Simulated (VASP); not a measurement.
Here is a VASP 6.6.1 calculation.

The input INCAR:

```
SYSTEM = CO
PREC = Accurate
ENCUT = 520
EDIFF = 1E-6
ISMEAR = -1
SIGMA = 0.02
LREAL = Auto
LASPH = .True.
NELM = 100
ALGO = Normal
ISIF = 2
LWAVE = .False.
LCHARG = .False.
GGA = PE
IVDW = 12
NBANDS = 66
```

KPOINTS

```
regular mesh
0
Gamma
  1 1 1
  0 0 0
```

File POSCAR:

```
CO
1.0
    9.1017270000      0.0000000000      0.0000000000
    0.0000000000      9.1017270000      0.0000000000
    0.0000000000      0.0000000000      9.1017270000
O C
10 10
Direct
    0.2159919760      0.0866978322      0.1110228861
    0.5843836010      0.1711543315      0.8775807053
    0.6147624511      0.5266473055      0.5361070487
    0.7069207855      0.1095945857      0.4604950247
    0.7085468505      0.8100001242     -0.0525614534
    0.3699188077      0.5845154442      0.8814041555
    0.2236608503      0.2077957293      0.6534034695
    0.1597279286      0.5380297607      0.4769204789
    0.6820573722      0.3880911831      0.2501832894
    0.3791368385      0.8631328977      0.5593004492
    0.2999760375      0.1607606996      0.1684735216
    0.6144108695      0.2853853999      0.9174522593
    0.6999331006      0.5779013148      0.6153447582
    0.7065911777      0.0089433577      0.5343601275
    0.6438338570      0.7185449531     -0.0041970057
    0.3681389257      0.5076838714      0.9780561425
    0.2827705116      0.1862174069      0.7597019774
    0.1252179943      0.6052697472      0.5804063339
    0.8052757460      0.3839161513      0.2363068020
    0.3711163826      0.8951487998      0.4392463101
```

Potentials or basis: VASP PAW PBE potentials, release 64 (O, C).

Launch:

```bash
$ cat potpaw_PBE.64/O/POTCAR potpaw_PBE.64/C/POTCAR > POTCAR
$ mpirun -np 1 vasp_gam > vasp.out
```

(1) Estimate the largest force.

(2) Estimate the dispersion energy per atom.

(3) What does it give for the pressure?

Results:

(1) 4.163 eV/Å.

(2) -0.035 eV.

(3) 0.7 GPa.

Caveat: the k points lie up to 0.69 Å⁻¹ apart; the atoms stand as in a frame of molecular dynamics.
